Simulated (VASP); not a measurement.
# Ni (I4/mmm) in VASP: notebook

Runs on Ni. Level: r2SCAN. Tasks: single point.

Everything below comes from runs of VASP 6.6.1. Logs are shortened: lines on timing, memory, paths and dates and some standing lists are left out, and cuts for length are marked.

### 1 The cell of the first run

Symmetry: I4/mmm, No. 139, tetragonal system. The conventional cell has a = 2.546 Å, b = 2.546 Å, c = 2.989 Å, α = 90.00°, β = 90.00°, γ = 90.00°. Within 3.1 Å of Ni (site symmetry 4/mmm) lie 14 Ni at 2.34 to 2.99 Å.

### 2 Single point, r2SCAN, collinear spin, ferromagnetic start (strain -0.080 along x and y, +0.080 along z)

The input, POSCAR:

```
Ni
1.0
   -1.2730182324      1.2730182324      1.4944127076
    1.2730182324     -1.2730182324      1.4944127076
    1.2730182324      1.2730182324     -1.4944127076
Ni
1
Direct
    0.0000000000      0.0000000000      0.0000000000
```

The input, INCAR.step1:

```
SYSTEM = Ni
PREC     = Accurate       ! precision mode
ENCUT    = 520            ! plane-wave cutoff, eV
ISMEAR   = 0              ! smearing method
SIGMA    = 0.15           ! smearing width, eV
LREAL    = .FALSE.        ! projectors in reciprocal space
LASPH    = .TRUE.         ! aspherical terms in the spheres
NELM     = 150            ! most SCF steps
ISPIN    = 2              ! spin polarisation
MAGMOM   = 0.78           ! initial moments
LMAXMIX  = 4              ! l up to which the mixer works
NBANDS   = 15             ! bands
GGA      = PE             ! functional
ALGO     = Normal         ! electronic algorithm
EDIFF    = 1E-4           ! SCF threshold, eV
LWAVE    = .TRUE.         ! write WAVECAR
LCHARG   = .FALSE.        ! write CHGCAR
```

The input, INCAR.step2:

```
SYSTEM = Ni
PREC     = Accurate       ! precision mode
ENCUT    = 520            ! plane-wave cutoff, eV
EDIFF    = 1E-6           ! SCF threshold, eV
ISMEAR   = 0              ! smearing method
SIGMA    = 0.15           ! smearing width, eV
LREAL    = .FALSE.        ! projectors in reciprocal space
LASPH    = .TRUE.         ! aspherical terms in the spheres
NELM     = 150            ! most SCF steps
ALGO     = Normal         ! electronic algorithm
ISIF     = 2              ! what is computed and relaxed
LWAVE    = .FALSE.        ! write WAVECAR
LCHARG   = .FALSE.        ! write CHGCAR
ISPIN    = 2              ! spin polarisation
MAGMOM   = 0.78           ! initial moments
LORBIT   = 11             ! projections on sites
LMAXMIX  = 4              ! l up to which the mixer works
METAGGA  = R2SCAN         ! meta-GGA
LMIXTAU  = .TRUE.       
NBANDS   = 15             ! bands
ISTART   = 1
```

The input, KPOINTS:

```
Automatic mesh
0
G
  24 24 24
  0 0 0
```

Potentials or basis: VASP PAW PBE potentials, release 64 (Ni).

On the command line:

```
$ cat potpaw_PBE.64/Ni/POTCAR > POTCAR
$ cp INCAR.step1 INCAR
$ mpirun -np 1 vasp_std > vasp.out
$ cp INCAR.step2 INCAR
$ mpirun -np 1 vasp_std > vasp.out
```

OUTCAR:

```text
SYSTEM = Ni
   PREC = Accurate
   ENCUT = 520
   EDIFF = 1E-6
   ISMEAR = 0
   LREAL = .FALSE.
   LASPH = .TRUE.
   NELM = 150
   ISIF = 2
   ISPIN = 2
   LORBIT = 11
   METAGGA = R2SCAN
   ISTART = 1

 ion  position               nearest neighbor table
   1  0.000  0.000  0.000-

  LATTYP: Found a body centered tetragonal cell.
 ALAT       =     2.5460364648
 C/A-ratio  =     1.1739130435

  Lattice vectors:

 A1 = (  -1.2730182324,   1.2730182324,   1.4944127076)
 A2 = (   1.2730182324,  -1.2730182324,   1.4944127076)
 A3 = (   1.2730182324,   1.2730182324,  -1.4944127076)

Analysis of symmetry for initial positions (statically):
=====================================================================
 Subroutine PRICEL returns:
 Original cell was already a primitive cell.

 Routine SETGRP: Setting up the symmetry group for a
 body centered tetragonal supercell.

 Subroutine GETGRP returns: Found 16 space group operations
 (whereof 16 operations were pure point group operations)
 out of a pool of 16 trial point group operations.

The static configuration has the point symmetry D_4h.

Analysis of symmetry for dynamics (positions and initial velocities):
=====================================================================
 Subroutine PRICEL returns:
 Original cell was already a primitive cell.

 Routine SETGRP: Setting up the symmetry group for a
 body centered tetragonal supercell.

 Subroutine GETGRP returns: Found 16 space group operations
 (whereof 16 operations were pure point group operations)
 out of a pool of 16 trial point group operations.

The dynamic configuration has the point symmetry D_4h.

Analysis of structural, dynamic, and magnetic symmetry:
=====================================================================
 Subroutine PRICEL returns:
 Original cell was already a primitive cell.

 Routine SETGRP: Setting up the symmetry group for a
 body centered tetragonal supercell.

 Subroutine GETGRP returns: Found 16 space group operations
 (whereof 16 operations were pure point group operations)
 out of a pool of 16 trial point group operations.

The overall configuration has the point symmetry D_4h.

 Subroutine INISYM returns: Found 16 space group operations
 (whereof 16 operations are pure point group operations),
 and found     1 'primitive' translations

----------------------------------------------------------------------------------------

                                     Primitive cell

  volume of cell :       9.6872

  direct lattice vectors                    reciprocal lattice vectors
    -1.273018232  1.273018232  1.494412708     0.000000000  0.392767352  0.334579596
     1.273018232 -1.273018232  1.494412708     0.392767352  0.000000000  0.334579596
     1.273018232  1.273018232 -1.494412708     0.392767352  0.392767352  0.000000000

  length of vectors
     2.339747888  2.339747888  2.339747888     0.515955133  0.515955133  0.555456916

  position of ions in fractional coordinates (direct lattice)
     0.000000000  0.000000000  0.000000000

  ion indices of the primitive-cell ions
   primitive index   ion index
                 1           1

----------------------------------------------------------------------------------------

 KPOINTS: Automatic mesh

Automatic generation of k-mesh.
 Grid dimensions read from file:
 generate k-points for:   24   24   24

 Generating k-lattice:

  Cartesian coordinates                     Fractional coordinates (reciprocal lattice)
     0.000000000  0.016365306  0.013940817     0.041666667 -0.000000000  0.000000000
     0.016365306  0.000000000  0.013940817    -0.000000000  0.041666667  0.000000000
     0.016365306  0.016365306  0.000000000     0.000000000  0.000000000  0.041666667

  Length of vectors
     0.021498131  0.021498131  0.023144038

  Shift w.r.t. Gamma in fractional coordinates (k-lattice)
     0.000000000  0.000000000  0.000000000

 Subroutine IBZKPT returns following result:
 ===========================================

 Found   1063 irreducible k-points:

 Following reciprocal coordinates:
            Coordinates               Weight
  0.000000  0.000000  0.000000      1.000000
  0.041667  0.000000  0.000000      8.000000
  0.083333  0.000000 -0.000000      8.000000
  0.125000  0.000000  0.000000      8.000000
  0.166667  0.000000  0.000000      8.000000
  0.208333  0.000000  0.000000      8.000000
[... 16 lines left out ...]
  0.416667  0.041667  0.000000     16.000000
  0.458333  0.041667  0.000000     16.000000
 [... further k-points ...]
   k-points           NKPTS =   1063   k-points in BZ     NKDIM =   1063   number of bands    NBANDS=     15
   number of dos      NEDOS =    301   number of ions     NIONS =      1
   total plane-waves  NPLWV =   5832
   dimension x,y,z NGX =    18 NGY =   18 NGZ =   18
   dimension x,y,z NGXF=    36 NGYF=   36 NGZF=   36
   ions per type =               1
   NGX,Y,Z   is equivalent  to a cutoff of  12.79, 12.79, 12.79 a.u.
   NGXF,Y,Z  is equivalent  to a cutoff of  25.58, 25.58, 25.58 a.u.
 SYSTEM =  Ni
   PREC   = accura    normal or accurate (medium, high low for compatibility)
   ISTART =      1    job   : 0-new  1-cont  2-samecut
   ICHARG =      0    charge: 1-file 2-atom 10-const
   ISPIN  =      2    spin polarized calculation?
   LNONCOLLINEAR =      F non collinear calculations
   LSORBIT =      F    spin-orbit coupling
   LASPH  =      T    aspherical Exc in radial PAW
   ENCUT  =  520.0 eV  38.22 Ry    6.18 a.u.   4.35  4.35  4.35*2*pi/ulx,y,z
   NELM   =    150;   NELMIN=  2; NELMDL=  0     # of ELM steps
   EDIFF  = 0.1E-05   stopping-criterion for ELM
   LREAL  =      F    real-space projection
   EDIFFG = 0.1E-04   stopping-criterion for IOM
   NSW    =      0    number of steps for IOM
   IBRION =     -1    ionic relax: 0-MD 1-quasi-New 2-CG
   NFREE  =      0    steps in history (QN), initial steepest desc. (CG)
   ISIF   =      2    stress and relaxation
   ISYM   =      2    0-nonsym 1-usesym 2-fastsym
   POTIM  = 0.5000    time-step for ionic-motion
   TEBEG  =    0.0;   TEEND  =   0.0 temperature during run
   PSTRESS=    0.0 pullay stress
   NELECT =      10.0000    total number of electrons
   NUPDOWN=      -1.0000    fix difference up-down
   EMIN   =  10.00;   EMAX   =-10.00  energy-range for DOS
   EFERMI =   0.00;   METHOD = LEGACY
   ISMEAR =     0;   SIGMA  =   0.15  broadening in eV -4-tet -1-fermi 0-gaus
   EFERMI_NEDOS =   21; number of points for ismear=-14 and -15
   IALGO  =     38    algorithm
   IMIX   =      4    mixing-type and parameters
     AMIX     =   0.40;   BMIX     =  1.00
     AMIX_MAG =   1.60;   BMIX_MAG =  1.00
  volume/ion in A,a.u.               =       9.69        65.37
  Fermi-wavevector in a.u.,A,eV,Ry     =   1.654531  3.126610 37.245578  2.737473
  Thomas-Fermi vector in A             =   2.742782
   LORBIT       =     11    0 simple, 1 ext, 2 COOP (PROOUT), +10 PAW based schemes
   METAGGA = R2SCAN    functional components
   LHFCALC =     F    Hartree Fock is set to
   AEXX    =    0.0000 exact exchange contribution
   IVDW    =     0    specifies the selected vdW correction
   LEPSILON=     F    determine dielectric tensor
   LRPA    =     F    only Hartree local field effects (RPA)
 spin polarized calculation
 Gauss-broadening in eV      SIGMA  =   0.15
  energy-cutoff  :      520.00
  volume of cell :        9.69
 maximum number of plane-waves:       273
 NGX is ok and might be reduce to    18
   NGX =  9   NGY =  9   NGZ =  9

 number of electron      10.0000007 magnetization       0.6555694

 Free energy of the ion-electron system (eV)
  ---------------------------------------------------
  ext. energy  EPLUGINS =         0.00000000
  ---------------------------------------------------
  free energy    TOTEN  =       -11.82409895 eV

  energy without entropy =      -11.80833347  energy(sigma->0) =      -11.81621621

 E-fermi :  10.9543     XC(G=0): -15.1853

 val. band max:       10.9541967172   @ k =  -0.4167   0.2917   0.0000
 cond. band min:      10.9556123577   @ k =   0.5000   0.0417   0.0000
 fundamental gap:      0.0014156404
 Fermi energy:        10.9542861035

 spin component 1

 k-point     1 :       0.0000    0.0000    0.0000
  band No.  band energies     occupation
      1       0.7834      1.00000
      2       7.6592      1.00000
      3       7.6593      1.00000
      4       8.5785      1.00000
      5       8.7709      1.00000
      6       9.8128      1.00000
      7      37.4324      0.00000
      8      40.6673      0.00000
      9      40.6675      0.00000
     10      44.4734      0.00000
     11      44.5326      0.00000
     12      45.8776      0.00000
     13      45.8778      0.00000
     14      46.8852      0.00000
[... 401 lines left out ...]
      2       7.2387      1.00000
      3       8.7750      1.00000
      4       9.5876      1.00000
      5      10.0569      1.00000
      6      11.0817      0.11474
      7      18.0372      0.00000
      8      32.9164      0.00000
      9      35.2965      0.00000
     10      39.4075      0.00000
     11      43.1723      0.00000
     12      44.8963      0.00000
     13      51.1549      0.00000
     14      54.1327      0.00000
     15      58.0218      0.00000

 [... further k-points ...]

 spin component 2

 k-point     1 :       0.0000    0.0000    0.0000
  band No.  band energies     occupation
      1       0.5717      1.00000
      2       8.8594      1.00000
      3       8.8595      1.00000
      4       9.3912      1.00000
      5       9.8648      1.00000
      6      10.4439      1.00000
      7      37.2759      0.00000
      8      40.7071      0.00000
      9      40.7072      0.00000
     10      44.6552      0.00000
     11      44.6956      0.00000
     12      46.2334      0.00000
     13      46.2334      0.00000
     14      46.8943      0.00000
[... 401 lines left out ...]
      2       8.1399      1.00000
      3       9.5415      1.00000
      4      10.0376      1.00000
      5      10.9566      0.49116
      6      11.8103      0.00000
      7      18.6439      0.00000
      8      32.8917      0.00000
      9      35.5501      0.00000
     10      39.5843      0.00000
     11      43.3722      0.00000
     12      45.1395      0.00000
     13      51.6525      0.00000
     14      56.1207      0.00000
     15      58.5456      0.00000

 [... further k-points ...]

------------------------ aborting loop because EDIFF is reached ----------------------------------------

  FORCE on cell =-STRESS in cart. coord.  units (eV):
  Direction    XX          YY          ZZ          XY          YZ          ZX
  --------------------------------------------------------------------------------------
  -------------------------------------------------------------------------------------
  Total        1.1559630      1.1559630      1.9648691      0.0000000     -0.0000000      0.0000000
  in kB      191.1854006    191.1854006    324.9708573      0.0000000     -0.0000000      0.0000000
  external PRESSURE =     235.7805528 kB  Pullay stress =       0.0000000 kB

 VOLUME and BASIS-vectors are now :
 -----------------------------------------------------------------------------
  energy-cutoff  :      520.00
  volume of cell :        9.69
      direct lattice vectors                 reciprocal lattice vectors
    -1.273018232  1.273018232  1.494412708     0.000000000  0.392767352  0.334579596
     1.273018232 -1.273018232  1.494412708     0.392767352  0.000000000  0.334579596
     1.273018232  1.273018232 -1.494412708     0.392767352  0.392767352  0.000000000

 POSITION                                       TOTAL-FORCE (eV/Angst)
 -----------------------------------------------------------------------------------
      0.00000      0.00000      0.00000        -0.000000      0.000000      0.000000
 -----------------------------------------------------------------------------------
    total drift:                                0.000000      0.000000      0.000000

  FREE ENERGIE OF THE ION-ELECTRON SYSTEM (eV)
  ---------------------------------------------------
  free  energy   TOTEN  =       -11.8240989540 eV

  energy  without entropy=      -11.8083334712  energy(sigma->0) =      -11.81621621

 total charge

# of ion       s       p       d       tot
------------------------------------------
    1        0.564   0.625   8.394   9.583

 magnetization (x)

# of ion       s       p       d       tot
------------------------------------------
    1       -0.008  -0.038   0.709   0.663
```

Run time: 29 min. Hardware: 1 thread of Intel Xeon 8259CL, shared host; peak memory 0.33 GiB.

Results:

- Free energy: -11.8241 eV
- Pressure: 23.6 GPa
- Net moment: 0.66 μB per cell
- Site moments: Ni +0.66 μB
- Valence electrons inside the program's atomic spheres: Ni 9.58

Caveat: the cell differs from its parent crystal (strain -0.080 along x and y, +0.080 along z); the cell stands under pressure; the PAW data sets were made with another functional, which shifts forces and pressure a little.

### 3 Single point, r2SCAN, collinear spin, ferromagnetic start (strain -0.080 along x and y, +0.000 along z)

The input, POSCAR:

```
Ni
1.0
   -1.2730182324      1.2730182324      1.3837154700
    1.2730182324     -1.2730182324      1.3837154700
    1.2730182324      1.2730182324     -1.3837154700
Ni
1
Direct
    0.0000000000      0.0000000000      0.0000000000
```

The input, INCAR.step1:

```
SYSTEM = Ni
ALGO = Normal
EDIFF = 1E-4
ENCUT = 520
GGA = PE
ISMEAR = 0
ISPIN = 2
LASPH = .TRUE.
LCHARG = .FALSE.
LMAXMIX = 4
LREAL = .FALSE.
LWAVE = .TRUE.
MAGMOM = 0.78
NBANDS = 15
NELM = 150
PREC = Accurate
SIGMA = 0.15
```

The input, INCAR.step2:

```
SYSTEM = Ni
ALGO = Normal
EDIFF = 1E-6
ENCUT = 520
ISIF = 2
ISMEAR = 0
ISPIN = 2
ISTART = 1
LASPH = .TRUE.
LCHARG = .TRUE.
LELF = .TRUE.
LMAXMIX = 4
LMIXTAU = .TRUE.
LORBIT = 11
LREAL = .FALSE.
LVHAR = .TRUE.
LWAVE = .FALSE.
MAGMOM = 0.78
METAGGA = R2SCAN
NBANDS = 15
NELM = 150
PREC = Accurate
SIGMA = 0.15
```

The input, KPOINTS:

```
k-points
0
G
  24 24 24
  0 0 0
```

Potentials or basis: VASP PAW PBE potentials, release 64 (Ni).

On the command line:

```
$ cat potpaw_PBE.64/Ni/POTCAR > POTCAR
$ cp INCAR.step1 INCAR
$ mpirun -np 1 vasp_std > vasp.out
$ cp INCAR.step2 INCAR
$ mpirun -np 1 vasp_std > vasp.out
```

It took 7.1 min on 1 thread of Intel Xeon 6975P-C (Granite Rapids), shared host; peak memory 0.31 GiB.

Results (log left out):

```
Free energy                                           : -11.6214 eV
Pressure                                              : 53.1 GPa
Net moment                                            : 0.56 μB per cell
Site moments                                          : Ni +0.56 μB
Valence electrons inside the program's atomic spheres : Ni 9.77
```

Stress tensor (GPa, compression positive):
```
50.04  0.00  0.00
 0.00 50.04  0.00
 0.00  0.00 59.16
```

Levels at points of the mesh, in eV from the Fermi level:
Spin up:
```csv
k point,band 1,band 2,band 3,band 4,band 5,band 6,band 7,band 8,band 9,band 10
"(0.00, 0.00, 0.00)",-10.67,-3.31,-3.31,-2.74,-1.65,-1.02,28.19,30.26,30.26,35.52
"(0.50, 0.00, 0.00)",-6.15,-4.15,-1.71,-0.99,-0.24,-0.19,7.98,22.46,25.27,28.46
"(0.50, 0.50, 0.00)",-6.14,-4.85,-0.96,-0.92,-0.11,0.61,9.04,20.40,22.16,26.15
"(0.50, 0.50, 0.50)",-5.87,-5.73,-0.48,-0.41,-0.41,9.09,12.93,12.93,16.75,19.14
```
Spin down:
```csv
k point,band 1,band 2,band 3,band 4,band 5,band 6,band 7,band 8,band 9,band 10
"(0.00, 0.00, 0.00)",-10.83,-2.26,-2.26,-1.86,-0.95,-0.50,28.12,30.28,30.28,35.56
"(0.50, 0.00, 0.00)",-5.68,-3.28,-1.04,-0.39,-0.28,0.94,8.52,22.40,25.52,28.68
"(0.50, 0.50, 0.00)",-5.74,-3.95,-0.30,-0.17,0.45,1.13,9.48,20.38,22.36,26.38
"(0.50, 0.50, 0.50)",-5.60,-5.31,0.50,0.82,0.82,9.08,12.99,12.99,16.86,19.25
```

Caveat: the cell differs from its parent crystal (strain -0.080 along x and y, +0.000 along z); the cell stands under pressure; the PAW data sets were made with another functional, which shifts forces and pressure a little.
